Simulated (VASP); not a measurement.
A run of VASP 6.6.1:

File INCAR:

```
  PREC = Accurate
  ENCUT = 600
  EDIFF = 1E-6
  ISMEAR = 0
  SIGMA = 0.1
  LREAL = False
  LASPH = True
  NELM = 60
  ALGO = Normal
  ISIF = 3
  LWAVE = False
  LCHARG = False
  GGA = PE
  IBRION = 2
  NSW = 90
  EDIFFG = -0.04
```

Contents of KPOINTS:

```
regular mesh
0
Gamma
  6 6 4
```

Contents of POSCAR:

```
Ge2Bi2S
1.0
    4.6453329900      0.0000000000      0.0000000000
   -2.3226665000      4.0229763800      0.0000000000
    0.0000000000      0.0000000000      7.2528097400
Ge Bi S
2 2 1
Direct
    0.3333333300      0.6666666700      0.6263959300
    0.6666666700      0.3333333300      0.3736040700
    0.3333333300      0.6666666700      0.1026519900
    0.6666666700      0.3333333300      0.8973480100
    0.0000000000      0.0000000000      0.0000000000
```

Potentials or basis: VASP PAW PBE potentials, release 64 (Ge_d, Bi_d, S).

Launch:

```console
$ cat potpaw_PBE.64/Ge_d/POTCAR potpaw_PBE.64/Bi_d/POTCAR potpaw_PBE.64/S/POTCAR > POTCAR
$ mpirun -np 1 vasp_std > vasp.out
```

Hardware: 1 thread of Intel(R) Xeon(R) 6975P-C (Granite Rapids) (shared host).

**Question.** Estimate the wall time of this run.

**Answer.** Run time: 31 min on 1 thread of Intel(R) Xeon(R) 6975P-C (Granite Rapids) (shared host), peak memory 0.42 GiB. Counts: scf iterations 349, k points 24, ion steps 44.
